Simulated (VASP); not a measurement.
ZrH, 4 atoms in the cell. The cell holds a slab with vacuum, 4 atoms: a = 3.417 Å, b = 3.417 Å, c = 20.810 Å, α = 90.00°, β = 90.00°, γ = 122.49°. 

| Property | Result |
| --- | --- |
| Program | VASP 6.6.1 |
| Task | single point |
| Functional | PBEsol |
| Potentials or basis | VASP PAW PBE potentials, release 64 (Zr_sv, H) |
| Cutoff | 520 eV |
| k mesh | 6 × 6 × 1 |
| Occupations | fermi-dirac, width 0.15 eV |
| Spin | no spin polarisation |
| Dipole correction | yes |
| Further INCAR settings | ALGO = Normal; EDIFF = 1e-06; NBANDS = 21 |

Potentials or basis: VASP PAW PBE potentials, release 64 (Zr_sv, H).

The run is started by

```bash
$ cat potpaw_PBE.64/Zr_sv/POTCAR potpaw_PBE.64/H/POTCAR > POTCAR
$ mpirun -np 1 vasp_std > vasp.out
```

Hardware: 1 thread of Intel(R) Xeon(R) 6975P-C (Granite Rapids) (shared host).

Q: How long does it take, and how much memory?

A: It took 76 s on 1 thread of Intel(R) Xeon(R) 6975P-C (Granite Rapids) (shared host), peak memory 0.35 GiB. Counts: scf iterations 26, k points 13.
